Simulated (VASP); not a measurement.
# Sb (P6_3/mmc) in VASP: notebook

Sb is run at these levels: PBEsol; tasks: single point, relaxation of cell and atoms.

All numbers are computed with VASP 6.6.1; they aren't measurements. Logs are shortened: lines on timing, memory, paths and dates and some standing lists are left out, and cuts for length are marked.

## 1. The cell of the first run

It takes space group P6_3/mmc (No. 194, hexagonal). Conventional cell: a = 3.347 Å, b = 3.347 Å, c = 5.383 Å, α = 90.00°, β = 90.00°, γ = 120.00°. Within 4.4 Å of Sb (site symmetry -6m2) lie 12 Sb at 3.31 to 3.35 Å.

## 2. Single point, PBEsol

Contents of INCAR:

```
PREC = Accurate
ENCUT = 500
EDIFF = 1E-6
ISMEAR = 1
SIGMA = 0.1
LREAL = False
LASPH = True
NELM = 120
ALGO = Normal
ISIF = 2
LWAVE = False
LCHARG = False
GGA = PS
NBANDS = 12
GGA_COMPAT = False
```

Contents of KPOINTS:

```
Automatic mesh
0
Gamma
  7 7 4
```

Contents of POSCAR:

```
Sb
1.0
    3.3474645948      0.0000000000      0.0000000000
   -1.6737322974      2.8989893773      0.0000000000
    0.0000000000      0.0000000000      5.3830359653
Sb
2
Direct
    0.3333333333      0.6666666667      0.2500000000
    0.6666666667      0.3333333333      0.7500000000
```

Potentials or basis: VASP PAW PBE potentials, release 64 (Sb).

Launch:

```sh
$ cat potpaw_PBE.64/Sb/POTCAR > POTCAR
$ mpirun -np 1 vasp_std > vasp.out
```

OUTCAR:

```text
PREC = Accurate
   ENCUT = 500
   EDIFF = 1E-6
   ISMEAR = 1
   LREAL = False
   LASPH = True
   NELM = 120
   ISIF = 2
   GGA = PS

 ion  position               nearest neighbor table
   1  0.333  0.667  0.250-   2 3.31   2 3.31   2 3.31   2 3.31   2 3.31   2 3.31
   2  0.667  0.333  0.750-   1 3.31   1 3.31   1 3.31   1 3.31   1 3.31   1 3.31

  LATTYP: Found a hexagonal cell.
 ALAT       =     3.3474645948
 C/A-ratio  =     1.6080934728

  Lattice vectors:

 A1 = (   3.3474645948,   0.0000000000,   0.0000000000)
 A2 = (  -1.6737322974,   2.8989893773,   0.0000000000)
 A3 = (   0.0000000000,   0.0000000000,   5.3830359653)

Analysis of symmetry for initial positions (statically):
=====================================================================
 Subroutine PRICEL returns:
 Original cell was already a primitive cell.

 Routine SETGRP: Setting up the symmetry group for a
 hexagonal supercell.

 Subroutine GETGRP returns: Found 24 space group operations
 (whereof 12 operations were pure point group operations)
 out of a pool of 24 trial point group operations.

The static configuration has the point symmetry D_3d.
 The point group associated with its full space group is D_6h.

Analysis of symmetry for dynamics (positions and initial velocities):
=====================================================================
 Subroutine PRICEL returns:
 Original cell was already a primitive cell.

 Routine SETGRP: Setting up the symmetry group for a
 hexagonal supercell.

 Subroutine GETGRP returns: Found 24 space group operations
 (whereof 12 operations were pure point group operations)
 out of a pool of 24 trial point group operations.

The dynamic configuration has the point symmetry D_3d.
 The point group associated with its full space group is D_6h.

 Subroutine INISYM returns: Found 24 space group operations
 (whereof 12 operations are pure point group operations),
 and found     1 'primitive' translations

----------------------------------------------------------------------------------------

                                     Primitive cell

  volume of cell :      52.2384

  direct lattice vectors                    reciprocal lattice vectors
     3.347464595  0.000000000  0.000000000     0.298733555  0.172473899  0.000000000
    -1.673732297  2.898989377  0.000000000     0.000000000  0.344947797  0.000000000
     0.000000000  0.000000000  5.383035965     0.000000000  0.000000000  0.185768776

  length of vectors
     3.347464595  3.347464595  5.383035965     0.344947797  0.344947797  0.185768776

  position of ions in fractional coordinates (direct lattice)
     0.333333333  0.666666667  0.250000000
     0.666666667  0.333333333  0.750000000

  ion indices of the primitive-cell ions
   primitive index   ion index
                 1           1
                 2           2

----------------------------------------------------------------------------------------

 KPOINTS: Automatic mesh

Automatic generation of k-mesh.
 Grid dimensions read from file:
 generate k-points for:    7    7    4

 Generating k-lattice:

  Cartesian coordinates                     Fractional coordinates (reciprocal lattice)
     0.042676222  0.024639128  0.000000000     0.142857143  0.000000000  0.000000000
     0.000000000  0.049278257  0.000000000     0.000000000  0.142857143  0.000000000
     0.000000000  0.000000000  0.046442194     0.000000000  0.000000000  0.250000000

  Length of vectors
     0.049278257  0.049278257  0.046442194

  Shift w.r.t. Gamma in fractional coordinates (k-lattice)
     0.000000000  0.000000000  0.000000000

 Subroutine IBZKPT returns following result:
 ===========================================

 Found     24 irreducible k-points:

 Following reciprocal coordinates:
            Coordinates               Weight
  0.000000  0.000000  0.000000      1.000000
  0.142857 -0.000000  0.000000      6.000000
  0.285714  0.000000  0.000000      6.000000
  0.428571 -0.000000  0.000000      6.000000
  0.142857  0.142857  0.000000      6.000000
  0.285714  0.142857  0.000000     12.000000
[... 16 lines left out ...]
  0.428571  0.142857  0.500000      6.000000
  0.285714  0.285714  0.500000      6.000000
   k-points           NKPTS =     24   k-points in BZ     NKDIM =     24   number of bands    NBANDS=     12
   number of dos      NEDOS =    301   number of ions     NIONS =      2
   total plane-waves  NPLWV =  23040
   dimension x,y,z NGX =    24 NGY =   24 NGZ =   40
   dimension x,y,z NGXF=    48 NGYF=   48 NGZF=   80
   ions per type =               2
   NGX,Y,Z   is equivalent  to a cutoff of  11.92, 11.92, 12.35 a.u.
   NGXF,Y,Z  is equivalent  to a cutoff of  23.84, 23.84, 24.71 a.u.
 SYSTEM =  unknown system
   PREC   = accura    normal or accurate (medium, high low for compatibility)
   ISTART =      0    job   : 0-new  1-cont  2-samecut
   ICHARG =      2    charge: 1-file 2-atom 10-const
   ISPIN  =      1    spin polarized calculation?
   LNONCOLLINEAR =      F non collinear calculations
   LSORBIT =      F    spin-orbit coupling
   LASPH  =      T    aspherical Exc in radial PAW
   ENCUT  =  500.0 eV  36.75 Ry    6.06 a.u.   6.10  6.10  9.81*2*pi/ulx,y,z
   NELM   =    120;   NELMIN=  2; NELMDL= -5     # of ELM steps
   EDIFF  = 0.1E-05   stopping-criterion for ELM
   LREAL  =      F    real-space projection
   EDIFFG = 0.1E-04   stopping-criterion for IOM
   NSW    =      0    number of steps for IOM
   IBRION =     -1    ionic relax: 0-MD 1-quasi-New 2-CG
   NFREE  =      0    steps in history (QN), initial steepest desc. (CG)
   ISIF   =      2    stress and relaxation
   ISYM   =      2    0-nonsym 1-usesym 2-fastsym
   POTIM  = 0.5000    time-step for ionic-motion
   TEBEG  =    0.0;   TEEND  =   0.0 temperature during run
   PSTRESS=    0.0 pullay stress
   NELECT =      10.0000    total number of electrons
   NUPDOWN=      -1.0000    fix difference up-down
   EMIN   =  10.00;   EMAX   =-10.00  energy-range for DOS
   EFERMI =   0.00;   METHOD = LEGACY
   ISMEAR =     1;   SIGMA  =   0.10  broadening in eV -4-tet -1-fermi 0-gaus
   EFERMI_NEDOS =   21; number of points for ismear=-14 and -15
   IALGO  =     38    algorithm
   IMIX   =      4    mixing-type and parameters
     AMIX     =   0.40;   BMIX     =  1.00
     AMIX_MAG =   1.60;   BMIX_MAG =  1.00
  volume/ion in A,a.u.               =      26.12       176.26
  Fermi-wavevector in a.u.,A,eV,Ry     =   0.943506  1.782969 12.111966  0.890204
  Thomas-Fermi vector in A             =   2.071220
   LORBIT       =      0    0 simple, 1 ext, 2 COOP (PROOUT), +10 PAW based schemes
   GGA     = PS    functional components
   LHFCALC =     F    Hartree Fock is set to
   AEXX    =    0.0000 exact exchange contribution
   IVDW    =     0    specifies the selected vdW correction
   LEPSILON=     F    determine dielectric tensor
   LRPA    =     F    only Hartree local field effects (RPA)
 non-spin polarized calculation
 Methfessel and Paxton  Order N= 1 SIGMA  =   0.10
  energy-cutoff  :      500.00
  volume of cell :       52.24
 maximum number of plane-waves:      1337
   NGX = 13   NGY = 13   NGZ = 19

 number of electron      10.0000000 magnetization

 number of electron       9.9999999 magnetization

 Free energy of the ion-electron system (eV)
  ---------------------------------------------------
  ext. energy  EPLUGINS =         0.00000000
  ---------------------------------------------------
  free energy    TOTEN  =        -8.67382112 eV

  energy without entropy =       -8.67260807  energy(sigma->0) =       -8.67341677

 E-fermi :   8.6236     XC(G=0): -10.4654

 val. band max:        8.4980683540   @ k =   0.1429   0.1429   0.0000
 cond. band min:       8.6245272518   @ k =   0.4286   0.1429   0.0000
 fundamental gap:      0.1264588978
 Fermi energy:         8.6235685480

 k-point     1 :       0.0000    0.0000    0.0000
  band No.  band energies     occupation
      1      -4.4046      2.00000
      2      -0.3196      2.00000
      3       2.7766      2.00000
      4      12.3144      0.00000
      5      12.3144      0.00000
      6      14.0593      0.00000
      7      14.0593      0.00000
      8      14.6411      0.00000
      9      16.4179      0.00000
     10      17.7041      0.00000
     11      18.7899      0.00000
     12      18.7899      0.00000

 k-point     2 :       0.1429   -0.0000    0.0000
  band No.  band energies     occupation
      1      -4.0401      2.00000
      2      -0.0047      2.00000
      3       3.1567      2.00000
      4       9.5546     -0.00000
      5      11.2364      0.00000
      6      12.3870      0.00000
      7      14.0402      0.00000
      8      14.1274      0.00000
      9      15.8631      0.00000
     10      18.2425      0.00000
     11      18.3794      0.00000
     12      19.2099      0.00000

 k-point     3 :       0.2857    0.0000    0.0000
  band No.  band energies     occupation
      1      -2.9636      2.00000
      2       0.8271      2.00000
      3       4.2651      2.00000
      4       5.9651      2.00000
      5       9.3019     -0.00000
      6       9.8890     -0.00000
      7      11.8015      0.00000
      8      13.3205      0.00000
      9      14.0286      0.00000
     10      16.9641      0.00000
     11      18.0729      0.00000
     12      18.4994      0.00000
[... 286 lines left out ...]
 k-point    23 :       0.4286    0.1429    0.5000
  band No.  band energies     occupation
      1       0.3904      2.00000
      2       0.3904      2.00000
      3       3.5394      2.00000
      4       3.5394      2.00000
      5       8.0012      2.00000
      6       8.0012      2.00000
      7      11.5331      0.00000
      8      11.5331      0.00000
      9      15.6572      0.00000
     10      15.6572      0.00000
     11      16.7227      0.00000
     12      16.7227      0.00000

 k-point    24 :       0.2857    0.2857    0.5000
  band No.  band energies     occupation
      1       0.5334      2.00000
      2       0.5334      2.00000
      3       4.3779      2.00000
      4       4.3779      2.00000
      5       6.0540      2.00000
      6       6.0540      2.00000
      7      11.7843      0.00000
      8      11.7843      0.00000
      9      16.3433      0.00000
     10      16.3433      0.00000
     11      17.4798      0.00000
     12      17.4798      0.00000

------------------------ aborting loop because EDIFF is reached ----------------------------------------

  FORCE on cell =-STRESS in cart. coord.  units (eV):
  Direction    XX          YY          ZZ          XY          YZ          ZX
  --------------------------------------------------------------------------------------
  -------------------------------------------------------------------------------------
  Total        0.0077054      0.0077054     -0.0478259      0.0000000     -0.0000000     -0.0000000
  in kB        0.2363296      0.2363296     -1.4668438      0.0000000     -0.0000000     -0.0000000
  external PRESSURE =      -0.3313948 kB  Pullay stress =       0.0000000 kB

 VOLUME and BASIS-vectors are now :
 -----------------------------------------------------------------------------
  energy-cutoff  :      500.00
  volume of cell :       52.24
      direct lattice vectors                 reciprocal lattice vectors
     3.347464595  0.000000000  0.000000000     0.298733555  0.172473899  0.000000000
    -1.673732297  2.898989377  0.000000000     0.000000000  0.344947797  0.000000000
     0.000000000  0.000000000  5.383035965     0.000000000  0.000000000  0.185768776

 POSITION                                       TOTAL-FORCE (eV/Angst)
 -----------------------------------------------------------------------------------
     -0.00000      1.93266      1.34576         0.000000     -0.000000      0.000000
      1.67373      0.96633      4.03728        -0.000000      0.000000      0.000000
 -----------------------------------------------------------------------------------
    total drift:                               -0.000000      0.000000      0.000000

  FREE ENERGIE OF THE ION-ELECTRON SYSTEM (eV)
  ---------------------------------------------------
  free  energy   TOTEN  =        -8.6738211168 eV

  energy  without entropy=       -8.6726080729  energy(sigma->0) =       -8.67341677
```

Run time: 6.9 s. Hardware: 1 thread of Intel Xeon 6975P-C, shared host; peak memory 0.16 GiB.

What came out:

```
Free energy            : -8.6738 eV
Pressure               : 0.0 GPa
Band gap on the k mesh : zero (band 5 reaches 13.18 eV, above the bottom of band 6 at 6.05 eV)
```

Caveat: the PAW data sets were made with another functional, which shifts forces and pressure a little; spin-orbit coupling is left out, which moves the levels of the heavy elements.

## 3. Relaxation of cell and atoms, PBEsol

This run uses another cell than the first one, of 30.32 Å³/atom, 1.161 times its volume.

Contents of INCAR:

```
SYSTEM = Sb
PREC = Accurate
ENCUT = 500
EDIFF = 1E-7
ISMEAR = 1
SIGMA = 0.1
LREAL = .False.
LASPH = .True.
NELM = 120
ALGO = Normal
ISIF = 3
LWAVE = .False.
LCHARG = .False.
GGA = PS
IBRION = 2
NSW = 80
EDIFFG = -0.01
GGA_COMPAT = .False.
NELMIN = 4
```

Contents of KPOINTS:

```
Automatic mesh
0
Gamma
  7 7 4
  0 0 0
```

Contents of POSCAR:

```
Sb
1.0
    3.5000000000      0.0000000000      0.0000000000
   -1.7500000000      3.0310889132      0.0000000000
    0.0000000000      0.0000000000      5.7155000000
Sb
2
Direct
    0.3333333333      0.6666666667      0.2500000000
    0.6666666667      0.3333333333      0.7500000000
```

Potentials or basis: VASP PAW PBE potentials, release 64 (Sb).

Launch:

```sh
$ cat potpaw_PBE.64/Sb/POTCAR > POTCAR
$ mpirun -np 1 vasp_std > vasp.out
```

Run time: 56 s. Hardware: 1 thread of Intel Xeon 6975P-C, shared host; peak memory 0.19 GiB.

Results (log left out):

```
Free energy                            : -8.6741 eV
Relaxed volume                         : 26.11 Å³/atom
Relaxed cell                           : a = 3.349 Å, b = 3.349 Å, c = 5.375 Å, α = 90.00°, β = 90.00°, γ = 120.00°
Space group after relaxing (to 0.05 Å) : P6_3/mmc (No. 194)
Energy gained by relaxing              : 111.6 meV/atom
Ionic steps                            : 8
Pressure after relaxing                : 0.0 GPa
Band gap on the k mesh                 : zero (band 5 reaches 13.17 eV, above the bottom of band 6 at 6.06 eV)
```

The path:
| step | energy change (eV) | largest force (eV/Å) | pressure (GPa) | volume (Å³) |
| --- | --- | --- | --- | --- |
| 1 | 0.0000 | 0.0000 | -7.27 | 60.63 |
| 2 | -0.1864 | 0.0000 | 4.37 | 49.35 |
| 3 | -0.2227 | 0.0000 | 0.03 | 52.17 |
| 4 | -0.2226 | 0.0000 | -0.17 | 52.34 |
| 5 | -0.2230 | 0.0000 | -0.17 | 52.35 |
| 6 | -0.2231 | 0.0000 | -0.17 | 52.36 |
| 7 | -0.2232 | 0.0000 | 0.12 | 52.13 |
| 8 | -0.2232 | 0.0000 | 0.01 | 52.22 |

Final structure:
```cif
data_structure
_symmetry_space_group_name_H-M 'P 1'
_symmetry_Int_Tables_number 1
_cell_length_a 3.3494
_cell_length_b 3.3494
_cell_length_c 5.3753
_cell_angle_alpha 90.000
_cell_angle_beta 90.000
_cell_angle_gamma 120.000
_cell_volume 52.22
loop_
_atom_site_label
_atom_site_type_symbol
_atom_site_fract_x
_atom_site_fract_y
_atom_site_fract_z
_atom_site_occupancy
Sb1 Sb 0.33333 0.66667 0.25000 1
Sb2 Sb 0.66667 0.33333 0.75000 1
```

Levels at points of the mesh, in eV from the Fermi level:
| k point | band 3 | band 4 | band 5 | band 6 | band 7 | band 8 |
| --- | --- | --- | --- | --- | --- | --- |
| (0.00, 0.00, 0.00) | -5.84 | 3.67 | 3.67 | 5.43 | 5.43 | 6.05 |
| (0.00, 0.00, 0.50) | -0.45 | -0.45 | 4.55 | 4.55 | 4.55 | 4.55 |

Caveat: the PAW data sets were made with another functional, which shifts forces and pressure a little; spin-orbit coupling is left out, which moves the levels of the heavy elements.
